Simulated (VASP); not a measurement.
# MgO (CsCl type) (Pm-3m) in VASP: further runs, part 2 of 2

VASP 6.6.1. Earlier steps stand in the parts before.

## 5. Single point, LDA (volume scaled by 1.2)

The input, INCAR:

```
  PREC = Accurate
  ENCUT = 600
  EDIFF = 1E-6
  ISMEAR = 0
  SIGMA = 0.01
  LREAL = False
  LASPH = True
  NELM = 120
  ALGO = Normal
  ISIF = 2
  LWAVE = False
  LCHARG = True
  GGA = CA
  LELF = True
  LVHAR = True
  NBANDS = 11
  GGA_COMPAT = False
```

The input, KPOINTS:

```
regular mesh
0
Gamma
  12 12 12
```

The input, POSCAR:

```
MgO
1.0
    2.2315829953      0.0000000000      0.0000000000
    0.0000000000      2.2315829953      0.0000000000
    0.0000000000      0.0000000000      2.2315829953
Mg O
1 1
Direct
    0.0000000000      0.0000000000      0.0000000000
    0.5000000000      0.5000000000      0.5000000000
```

Potentials or basis: VASP PAW LDA potentials, release 64 (Mg, O).

The run is started by

```bash
> cat potpaw_LDA.64/Mg/POTCAR potpaw_LDA.64/O/POTCAR > POTCAR
> mpirun -np 1 vasp_std > vasp.out
```

OUTCAR:

```text
PREC = Accurate
   ENCUT = 600
   EDIFF = 1E-6
   ISMEAR = 0
   LREAL = False
   LASPH = True
   NELM = 120
   ISIF = 2
   GGA = CA

 ion  position               nearest neighbor table
   1  0.000  0.000  0.000-   2 1.93   2 1.93   2 1.93   2 1.93   2 1.93   2 1.93   2 1.93   2 1.93

   2  0.500  0.500  0.500-   1 1.93   1 1.93   1 1.93   1 1.93   1 1.93   1 1.93   1 1.93   1 1.93

  LATTYP: Found a simple cubic cell.
 ALAT       =     2.2315829953

  Lattice vectors:

 A1 = (   2.2315829953,   0.0000000000,   0.0000000000)
 A2 = (   0.0000000000,   2.2315829953,   0.0000000000)
 A3 = (   0.0000000000,   0.0000000000,   2.2315829953)

Analysis of symmetry for initial positions (statically):
=====================================================================
 Subroutine PRICEL returns:
 Original cell was already a primitive cell.

 Routine SETGRP: Setting up the symmetry group for a
 simple cubic supercell.

 Subroutine GETGRP returns: Found 48 space group operations
 (whereof 48 operations were pure point group operations)
 out of a pool of 48 trial point group operations.

The static configuration has the point symmetry O_h .

Analysis of symmetry for dynamics (positions and initial velocities):
=====================================================================
 Subroutine PRICEL returns:
 Original cell was already a primitive cell.

 Routine SETGRP: Setting up the symmetry group for a
 simple cubic supercell.

 Subroutine GETGRP returns: Found 48 space group operations
 (whereof 48 operations were pure point group operations)
 out of a pool of 48 trial point group operations.

The dynamic configuration has the point symmetry O_h .

 Subroutine INISYM returns: Found 48 space group operations
 (whereof 48 operations are pure point group operations),
 and found     1 'primitive' translations

[... 120 lines left out ...]
   LHFCALC =     F    Hartree Fock is set to
   AEXX    =    0.0000 exact exchange contribution
   IVDW    =     0    specifies the selected vdW correction
   LEPSILON=     F    determine dielectric tensor
   LRPA    =     F    only Hartree local field effects (RPA)
 non-spin polarized calculation
 Gauss-broadening in eV      SIGMA  =   0.01
  energy-cutoff  :      600.00
  volume of cell :       11.11
 maximum number of plane-waves:       384
 NGX is ok and might be reduce to    18
   NGX =  9   NGY =  9   NGZ =  9

 number of electron       7.9999995 magnetization

 Free energy of the ion-electron system (eV)
  ---------------------------------------------------
  ext. energy  EPLUGINS =         0.00000000
  ---------------------------------------------------
  free energy    TOTEN  =        -9.47001441 eV

  energy without entropy =       -9.47001441  energy(sigma->0) =       -9.47001441

 E-fermi :  10.8232     XC(G=0): -14.4136

 val. band max:       10.6535001936   @ k =   0.5000   0.5000   0.0000
 cond. band min:      17.1112320689   @ k =   0.5000   0.5000   0.0000
 fundamental gap:      6.4577318753
 Fermi energy:        10.8232403647

 k-point     1 :       0.0000    0.0000    0.0000
  band No.  band energies     occupation
      1     -12.1029      2.00000
      2       8.9620      2.00000
      3       8.9620      2.00000
      4       8.9620      2.00000
      5      19.7454      0.00000
      6      21.1670      0.00000
      7      21.1670      0.00000
      8      40.3674      0.00000
      9      40.3674      0.00000
     10      40.3674      0.00000
     11      45.0813      0.00000
[... 309 lines left out ...]
 k-point    24 :       0.4167    0.3333    0.0000
  band No.  band energies     occupation
      1      -8.2591      2.00000
      2       2.5488      2.00000
      3       4.2044      2.00000
      4      10.2665      2.00000
      5      19.4345      0.00000
      6      25.9725      0.00000
      7      28.4639      0.00000
      8      31.3915      0.00000
      9      34.1548      0.00000
     10      35.0675      0.00000
     11      41.6154      0.00000

 [... further k-points ...]

------------------------ aborting loop because EDIFF is reached ----------------------------------------

  FORCE on cell =-STRESS in cart. coord.  units (eV):
  Direction    XX          YY          ZZ          XY          YZ          ZX
  --------------------------------------------------------------------------------------
  -------------------------------------------------------------------------------------
  Total       12.9768534     12.9768534     12.9768534      0.0000000      0.0000000      0.0000000
  in kB     1870.8581088   1870.8581088   1870.8581088      0.0000000      0.0000000      0.0000000
  external PRESSURE =    1870.8581088 kB  Pullay stress =       0.0000000 kB

 VOLUME and BASIS-vectors are now :
 -----------------------------------------------------------------------------
  energy-cutoff  :      600.00
  volume of cell :       11.11
      direct lattice vectors                 reciprocal lattice vectors
     2.231582995  0.000000000  0.000000000     0.448112395  0.000000000  0.000000000
     0.000000000  2.231582995  0.000000000     0.000000000  0.448112395  0.000000000
     0.000000000  0.000000000  2.231582995     0.000000000  0.000000000  0.448112395

 POSITION                                       TOTAL-FORCE (eV/Angst)
 -----------------------------------------------------------------------------------
      0.00000      0.00000      0.00000         0.000000      0.000000      0.000000
      1.11579      1.11579      1.11579         0.000000      0.000000      0.000000
 -----------------------------------------------------------------------------------
    total drift:                                0.000000     -0.000000      0.000000

  FREE ENERGIE OF THE ION-ELECTRON SYSTEM (eV)
  ---------------------------------------------------
  free  energy   TOTEN  =        -9.4700144120 eV

  energy  without entropy=       -9.4700144120  energy(sigma->0) =       -9.47001441
```

OSZICAR:

```text
N       E                     dE             d eps       ncg     rms          rms(c)
DAV:   1     0.203351755878E+02    0.20335E+02   -0.55087E+03  2136   0.775E+02
DAV:   2    -0.112591622883E+02   -0.31594E+02   -0.30958E+02  2156   0.164E+02
DAV:   3    -0.117521067582E+02   -0.49294E+00   -0.49263E+00  2230   0.172E+01
DAV:   4    -0.117527042270E+02   -0.59747E-03   -0.59746E-03  2061   0.653E-01
DAV:   5    -0.117527050294E+02   -0.80241E-06   -0.80241E-06  2134   0.218E-02    0.836E+00
DAV:   6    -0.962860306202E+01    0.21241E+01   -0.67453E+00  1872   0.175E+01    0.207E+00
DAV:   7    -0.951015668987E+01    0.11845E+00   -0.23895E-01  2107   0.368E+00    0.131E+00
DAV:   8    -0.947022532847E+01    0.39931E-01   -0.17183E-02  2030   0.135E+00    0.140E-01
DAV:   9    -0.947004188418E+01    0.18344E-03   -0.43218E-04  2117   0.154E-01    0.678E-02
DAV:  10    -0.947001461144E+01    0.27273E-04   -0.68835E-05  2019   0.697E-02    0.491E-03
DAV:  11    -0.947001441196E+01    0.19949E-06   -0.75637E-07  1306   0.671E-03
   1 F= -.94700144E+01 E0= -.94700144E+01  d E =-.729907-130
```

Run time: 14 s. Hardware: 1 thread of Intel Xeon 8259CL, shared host; peak memory 0.13 GiB.

Results:

```yaml
Free_energy: -9.4700 eV
Pressure: 187.1 GPa
Band_gap_on_the_k_mesh: 6.46 eV, direct
```

 A k mesh can miss the band edges.

## 6. Overview

```tsv
cell	gap on the mesh (eV)	pressure (GPa)
a = 2.035 Å, 2 atoms	7.47	542.1
a = 2.093 Å, 2 atoms	7.15	402.1
a = 2.168 Å, 2 atoms	6.77	269.1
a = 2.232 Å, 2 atoms	6.46	187.1
```

Alike in all rows: task single point; level LDA; potentials or basis VASP PAW LDA potentials, release 64 (Mg, O); no spin polarisation; k mesh 12 × 12 × 12; cutoff (eV) 600; smearing gaussian 0.01 eV.

Total energies depend on the potentials used, so only differences within one code and one set of settings carry meaning.
